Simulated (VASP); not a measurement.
# BaS (Fm-3m) in VASP: settings compared, part 2 of 2

VASP 6.6.1.

**5. Single point, LDA**

This run uses another cell than the first one, of 33.13 Å³/atom, 0.997 times its volume.

INCAR reads:

```
ALGO = Normal ; EDIFF = 1E-7
ENCUT = 520 ; ISIF = 2
ISMEAR = 0 ; LASPH = True
LCHARG = True ; LELF = True
LREAL = False ; LVHAR = True
LWAVE = False ; NBANDS = 15
NELM = 60 ; PREC = Accurate
SIGMA = 0.01
```

KPOINTS reads:

```
k-points
0
Gamma
  8 8 8
```

POSCAR reads:

```
BaS
1.0
    0.0000000000      3.2117958671      3.2117958671
    3.2117958671      0.0000000000      3.2117958671
    3.2117958671      3.2117958671      0.0000000000
Ba S
1 1
Direct
    0.0000000000      0.0000000000      0.0000000000
    0.5000000000      0.5000000000      0.5000000000
```

Potentials or basis: VASP PAW LDA potentials, release 64 (Ba_sv, S).

On the command line:

```console
> cat potpaw_LDA.64/Ba_sv/POTCAR potpaw_LDA.64/S/POTCAR > POTCAR
> mpirun -np 1 vasp_std > vasp.out
```

OUTCAR:

```text
EDIFF = 1E-7
   ENCUT = 520
   ISIF = 2
   ISMEAR = 0
   LASPH = True
   LREAL = False
   NELM = 60
   PREC = Accurate

 ion  position               nearest neighbor table
   1  0.000  0.000  0.000-   2 3.21   2 3.21   2 3.21   2 3.21   2 3.21   2 3.21
   2  0.500  0.500  0.500-   1 3.21   1 3.21   1 3.21   1 3.21   1 3.21   1 3.21

  LATTYP: Found a face centered cubic cell.
 ALAT       =     6.4235917342

  Lattice vectors:

 A1 = (   0.0000000000,   3.2117958671,   3.2117958671)
 A2 = (   3.2117958671,   0.0000000000,   3.2117958671)
 A3 = (   3.2117958671,   3.2117958671,   0.0000000000)

Analysis of symmetry for initial positions (statically):
=====================================================================
 Subroutine PRICEL returns:
 Original cell was already a primitive cell.

 Routine SETGRP: Setting up the symmetry group for a
 face centered cubic supercell.

 Subroutine GETGRP returns: Found 48 space group operations
 (whereof 48 operations were pure point group operations)
 out of a pool of 48 trial point group operations.

The static configuration has the point symmetry O_h .

Analysis of symmetry for dynamics (positions and initial velocities):
=====================================================================
 Subroutine PRICEL returns:
 Original cell was already a primitive cell.

 Routine SETGRP: Setting up the symmetry group for a
 face centered cubic supercell.

 Subroutine GETGRP returns: Found 48 space group operations
 (whereof 48 operations were pure point group operations)
 out of a pool of 48 trial point group operations.

The dynamic configuration has the point symmetry O_h .

 Subroutine INISYM returns: Found 48 space group operations
 (whereof 48 operations are pure point group operations),
 and found     1 'primitive' translations

----------------------------------------------------------------------------------------

                                     Primitive cell

  volume of cell :      66.2634

[... 118 lines left out ...]
   LRPA    =     F    only Hartree local field effects (RPA)
 non-spin polarized calculation
 Gauss-broadening in eV      SIGMA  =   0.01
  energy-cutoff  :      520.00
  volume of cell :       66.26
 maximum number of plane-waves:      1812
 NGX is ok and might be reduce to    36
   NGX = 17   NGY = 17   NGZ = 17

 number of electron      16.0000002 magnetization

 Free energy of the ion-electron system (eV)
  ---------------------------------------------------
  ext. energy  EPLUGINS =         0.00000000
  ---------------------------------------------------
  free energy    TOTEN  =       -11.14491998 eV

  energy without entropy =      -11.14491998  energy(sigma->0) =      -11.14491998

 E-fermi :   1.2154     XC(G=0):  -8.9237

 val. band max:        1.1513187709   @ k =   0.0000   0.0000   0.0000
 cond. band min:       3.0833961901   @ k =   0.5000   0.5000   0.0000
 fundamental gap:      1.9320774193
 Fermi energy:         1.2154457401

 k-point     1 :       0.0000    0.0000    0.0000
  band No.  band energies     occupation
      1     -24.8997      2.00000
      2      -9.9749      2.00000
      3      -9.9749      2.00000
      4      -9.9749      2.00000
      5      -9.1383      2.00000
      6       1.1513      2.00000
      7       1.1513      2.00000
      8       1.1513      2.00000
      9       4.3827      0.00000
     10       4.8507      0.00000
     11       4.8507      0.00000
     12       4.8507      0.00000
     13       5.8169      0.00000
     14       5.8169      0.00000
[... 401 lines left out ...]
      2     -10.8642      2.00000
      3     -10.1669      2.00000
      4     -10.0787      2.00000
      5      -8.2350      2.00000
      6      -0.3685      2.00000
      7       0.2827      2.00000
      8       0.3525      2.00000
      9       5.6378      0.00000
     10       5.8281      0.00000
     11       7.6114      0.00000
     12       7.8095      0.00000
     13       8.7848      0.00000
     14       9.7081      0.00000
     15      10.2827      0.00000

 [... further k-points ...]

------------------------ aborting loop because EDIFF is reached ----------------------------------------

  FORCE on cell =-STRESS in cart. coord.  units (eV):
  Direction    XX          YY          ZZ          XY          YZ          ZX
  --------------------------------------------------------------------------------------
  -------------------------------------------------------------------------------------
  Total       -1.0403710     -1.0403710     -1.0403710      0.0000000      0.0000000     -0.0000000
  in kB      -25.1550416    -25.1550416    -25.1550416      0.0000000      0.0000000     -0.0000000
  external PRESSURE =     -25.1550416 kB  Pullay stress =       0.0000000 kB

 VOLUME and BASIS-vectors are now :
 -----------------------------------------------------------------------------
  energy-cutoff  :      520.00
  volume of cell :       66.26
      direct lattice vectors                 reciprocal lattice vectors
     0.000000000  3.211795867  3.211795867    -0.155676145  0.155676145  0.155676145
     3.211795867  0.000000000  3.211795867     0.155676145 -0.155676145  0.155676145
     3.211795867  3.211795867  0.000000000     0.155676145  0.155676145 -0.155676145

 POSITION                                       TOTAL-FORCE (eV/Angst)
 -----------------------------------------------------------------------------------
      0.00000      0.00000      0.00000         0.000000      0.000000      0.000000
      3.21180      3.21180      3.21180        -0.000000     -0.000000     -0.000000
 -----------------------------------------------------------------------------------
    total drift:                                0.000000      0.000000      0.000000

  FREE ENERGIE OF THE ION-ELECTRON SYSTEM (eV)
  ---------------------------------------------------
  free  energy   TOTEN  =       -11.1449199821 eV

  energy  without entropy=      -11.1449199821  energy(sigma->0) =      -11.14491998
```

stdout:

```text
POSCAR found type information on POSCAR BaS
 POSCAR found :  2 types and       2 ions
 scaLAPACK will be used
 LDA part: xc-table for (Slater(with rela. corr.)+CA(PZ))
 , standard interpolation
 POSCAR, INCAR and KPOINTS ok, starting setup
 FFT: planning ... GRIDC
 FFT: planning ... GRID_SOFT
 FFT: planning ... GRID
 WAVECAR not read
 entering main loop
```

Wall time 57 s (1 thread of AMD EPYC 7R13, shared host); peak memory 0.15 GiB.

Results:

* Free energy: -11.1449 eV
* Pressure: -2.5 GPa
* Band gap on the k mesh: 1.93 eV, indirect (least direct gap 2.08 eV)

Levels at points of the mesh, in eV from the valence-band top:
```tsv
k point	band 4	band 5	band 6	band 7	band 8	band 9	band 10	band 11	band 12	band 13
(0.00, 0.00, 0.00)	-11.13	-10.29	0.00	0.00	0.00	3.23	3.70	3.70	3.70	4.67
(0.50, 0.00, 0.00)	-11.17	-9.09	-1.98	-1.08	-1.08	5.34	5.42	6.11	6.11	8.75
(0.50, 0.50, 0.00)	-11.31	-10.19	-0.56	-0.15	-0.15	1.93	5.73	5.82	7.31	7.31
```

Caveat: spin-orbit coupling is left out, which moves the levels of the heavy elements. A k mesh can miss the band edges.

**6. Single point, r2SCAN**

This run uses another cell than the first one, of 33.13 Å³/atom, 0.997 times its volume.

POSCAR is that of step 5.

INCAR.step1 reads:

```
ALGO = Normal
EDIFF = 1E-4
ENCUT = 520
GGA = PE
ISMEAR = 0
LASPH = T
LCHARG = F
LREAL = F
LWAVE = T
NBANDS = 15
NELM = 100
PREC = Accurate
SIGMA = 0.01
```

INCAR.step2 reads:

```
ALGO = Normal
EDIFF = 1E-6
ENCUT = 520
ISIF = 2
ISMEAR = 0
ISTART = 1
LASPH = T
LCHARG = F
LMIXTAU = T
LREAL = F
LWAVE = F
METAGGA = R2SCAN
NBANDS = 15
NELM = 100
PREC = Accurate
SIGMA = 0.01
```

KPOINTS is that of step 5.

Potentials or basis: VASP PAW PBE potentials, release 64 (Ba_sv, S).

On the command line:

```console
> cat potpaw_PBE.64/Ba_sv/POTCAR potpaw_PBE.64/S/POTCAR > POTCAR
> cp INCAR.step1 INCAR
> mpirun -np 1 vasp_std > vasp.out
> cp INCAR.step2 INCAR
> mpirun -np 1 vasp_std > vasp.out
```

Wall time 4.6 min (1 thread of AMD EPYC 7R13, shared host); peak memory 0.2 GiB.

It converged, with:

```yaml
Free_energy: -39.2054 eV
Pressure: 0.6 GPa
Band_gap_on_the_k_mesh: 2.49 eV, indirect (least direct gap 2.63 eV)
```

Levels at points of the mesh, in eV from the valence-band top:
```
           k point  band 4  band 5  band 6  band 7  band 8  band 9  band 10  band 11  band 12  band 13
(0.00, 0.00, 0.00)  -11.50  -10.77    0.00    0.00    0.00    4.13     4.30     4.30     4.30     5.33
(0.50, 0.00, 0.00)  -11.54   -9.51   -1.88   -1.05   -1.05    5.98     6.08     6.79     6.79     9.50
(0.50, 0.50, 0.00)  -11.68  -10.68   -0.54   -0.14   -0.14    2.49     6.48     6.62     7.95     7.95
```

Caveat: the PAW data sets were made with another functional, which shifts forces and pressure a little; spin-orbit coupling is left out, which moves the levels of the heavy elements. r2SCAN opens gaps a little over a GGA but as a rule still falls short of measured ones.

**7. Overview**

```tsv
level	potentials or basis	cell	k mesh	smearing	gap on the mesh (eV)	pressure (GPa)
PBE	VASP PAW PBE potentials, release 64 (Ba_sv, S)	a = 4.546 Å, angles 60.0°, 2 atoms	6 × 6 × 6	fermi-dirac 0.02 eV	2.14	0.5
r2SCAN	VASP PAW PBE potentials, release 64 (Ba_sv, S)	a = 4.542 Å, angles 60.0°, 2 atoms	6 × 6 × 6	fermi-dirac 0.02 eV	2.49	0.6
PBE	VASP PAW PBE potentials, release 64 (Ba_sv, S)	a = 4.542 Å, angles 60.0°, 2 atoms	8 × 8 × 8	fermi-dirac 0.02 eV	2.13	0.6
LDA	VASP PAW LDA potentials, release 64 (Ba_sv, S)	a = 4.542 Å, angles 60.0°, 2 atoms	8 × 8 × 8	gaussian 0.01 eV	1.93	-2.5
r2SCAN	VASP PAW PBE potentials, release 64 (Ba_sv, S)	a = 4.542 Å, angles 60.0°, 2 atoms	8 × 8 × 8	gaussian 0.01 eV	2.49	0.6
```

Alike in all rows: task single point; no spin polarisation; cutoff (eV) 520.

Caveats: spin-orbit coupling is left out, which moves the levels of the heavy elements; the PAW data sets were made with another functional, which shifts forces and pressure a little (some runs).

Absolute energies hang on the potentials; compare differences alone.
